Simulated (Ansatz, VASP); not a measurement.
## ZrC4 in VASP and in Ansatz

```xyz
5
Lattice="-2.6825 2.6825 1.7235 2.6825 -2.6825 1.7235 2.6825 2.6825 -1.7235" Properties=species:S:1:pos:R:3 pbc="T T T"
Zr    0.0000    0.0000    0.0000
C     0.5912    2.2720    0.0000
C     3.0930    0.5912    0.0000
C     2.0913    0.4105    1.7235
C    -0.4105    2.0913    1.7235
```

Change from the starting cell: species swapped into the HoAu4 type (I4/m, No. 87).

Alike in both runs: functional PBE; k mesh 6 × 6 × 6; occupations gaussian, width 0.1 eV; no spin polarisation.

Ansatz relaxed the structure, and its values are those at the end. VASP's run is a single point on that final structure, the one shown.

|  | VASP | Ansatz |
| --- | --- | --- |
| version | VASP 6.6.1 | Ansatz 0.2.0 |
| potentials or method | VASP PAW PBE potentials, release 64 (Zr_sv, C), cutoff 520 eV | scalar-relativistic, plane waves, PAW |
| valence electrons in the cell | 28 | 28 |

|  | VASP | Ansatz | Ansatz less VASP |
| --- | --- | --- | --- |
| gap on the k mesh at the Fermi level (eV) | none | none | - |
| pressure (GPa) | 0.1 | -0.3 | -0.38 |
| rms of the force components (eV/Å) | 0.051 | 0.012 | -0.0387 |

A gap of «none» marks a metal or a gap that the smearing closes.

The k mesh is coarse, so the values compare programs but aren't converged.
